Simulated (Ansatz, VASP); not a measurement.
**One calculation of La, two programs**

File INCAR:

```
SYSTEM = La
PREC = Accurate
ENCUT = 520
EDIFF = 1E-6
ISMEAR = -1
SIGMA = 0.05
LREAL = .False.
LASPH = .True.
NELM = 100
ALGO = Normal
ISIF = 2
LWAVE = .False.
LCHARG = .False.
NBANDS = 18
```

KPOINTS

```
Automatic mesh
0
Gamma
  11 11 6
  0 0 0
```

The input POSCAR:

```
La
1.0
    3.7500020507      0.0000000000      0.0000000000
   -1.8750010253      3.2475970401      0.0000000000
    0.0000000000      0.0000000000      6.0093000000
La
2
Direct
    0.3333333333      0.6666666667      0.2500000000
    0.6666666667      0.3333333333      0.7500000000
```

Input for Ansatz:

```yaml
crystal:
  lattice:
    - [3.7500020507, 0.0, 0.0]
    - [-1.8750010253, 3.2475970401, 0.0]
    - [0.0, 0.0, 6.0093]
  atoms:
    - { symbol: La, position: [0.3333333333, 0.6666666667, 0.25] }
    - { symbol: La, position: [0.6666666667, 0.3333333333, 0.75] }
kpoints:
  mp_grid: { grid: [11, 11, 6] }
  band_path:
    path:
      - [0.0, 0.0, 0.0]
      - [0.5, 0.0, 0.0]
      - [0.3333333333, 0.3333333333, 0.0]
      - [0.0, 0.0, 0.0]
      - [0.0, 0.0, 0.5]
      - [0.5, 0.0, 0.5]
      - [0.3333333333, 0.3333333333, 0.5]
      - [0.0, 0.0, 0.5]
      - [0.5, 0.0, 0.5]
    npoints: 5
scf:
  occupations: { method: fermi_dirac, width: 0.05 }
hamiltonian:
  xc: lda
  pseudopotentials: { kind: all_electron, lapw: { basis_error: 0.00025 } }
output:
  forces: true
  stress: true
  eigenvalues: true
```

Change from the starting cell: zz strain of -1 %.

Alike in both runs: task single point; functional LDA; k mesh 11 × 11 × 6; occupations fermi-dirac, width 0.05 eV; no spin polarisation.

|  | VASP | Ansatz |
| --- | --- | --- |
| version | VASP 6.6.1 | Ansatz 0.2.0 |
| potentials or method | VASP PAW LDA potentials, release 64 (La), cutoff 520 eV | all-electron LAPW, scalar-relativistic |

```csv
,VASP,Ansatz,Ansatz less VASP
pressure (GPa),-2.9,-2.8,+0.10
"traceless stress, the component that is largest in VASP (GPa)",0.08,0.09,+0.010
```

LDA's correlation is that of Perdew and Zunger in VASP and of Perdew and Wang (1992) in Ansatz. Ansatz ran all-electron here, and VASP with PAW potentials.

Neither program's run includes spin-orbit coupling.
